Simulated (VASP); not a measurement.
The system is B2Pt.

```
CELL_PARAMETERS angstrom
3.04510 0.00000 0.00000
-1.52255 2.63714 0.00000
0.00000 0.00000 3.28790
ATOMIC_POSITIONS crystal
B 0.33333 0.66667 0.50000
B 0.66667 0.33333 0.50000
Pt 0.00000 0.00000 0.00000
```

```yaml
Program: VASP 6.6.1
Task: relaxation of cell and atoms
Functional: PBE
Potentials_or_basis: VASP PAW PBE potentials, release 64 (B, Pt)
Cutoff: 600 eV
k_mesh: 6 × 6 × 6
Occupations: gaussian, width 0.1 eV
Spin: no spin polarisation
```

At the start: pressure 24.4 GPa; volume 8.80 Å³/atom.

Problem. How do energy, volume and symmetry change on relaxing?

Solution. Over 8 steps the energy falls by 78.5 meV/atom and the volume is 9.82 Å³/atom (+11.6 %); space group P6/mmm (No. 191, to 0.1 Å) before and after.

The path:
| step | energy change (eV) | largest force (eV/Å) | pressure (GPa) | volume (Å³) |
| --- | --- | --- | --- | --- |
| 1 | 0.0000 | 0.0000 | 24.42 | 26.40 |
| 2 | -0.0122 | 0.0000 | -17.64 | 31.87 |
| 3 | -0.1800 | 0.0000 | -0.84 | 28.98 |
| 4 | -0.1801 | 0.0000 | -0.40 | 28.93 |
| 5 | -0.2065 | 0.0000 | 0.03 | 29.01 |
| 6 | -0.2338 | 0.0000 | 2.00 | 29.16 |
| 7 | -0.2317 | 0.0000 | -2.87 | 29.90 |
| 8 | -0.2355 | 0.0000 | 0.03 | 29.45 |

Final structure:
```
B Pt
1.0
     3.04884    0.00000    0.00000
    -1.52442    2.64037    0.00000
     0.00000    0.00000    3.65889
B Pt
2 1
Direct
  0.33333 0.66667 0.50000
  0.66667 0.33333 0.50000
  0.00000 0.00000 0.00000
```

Caveat: the k points lie up to 0.40 Å⁻¹ apart in the final cell, too coarse for converged energies and pressures of a metal.
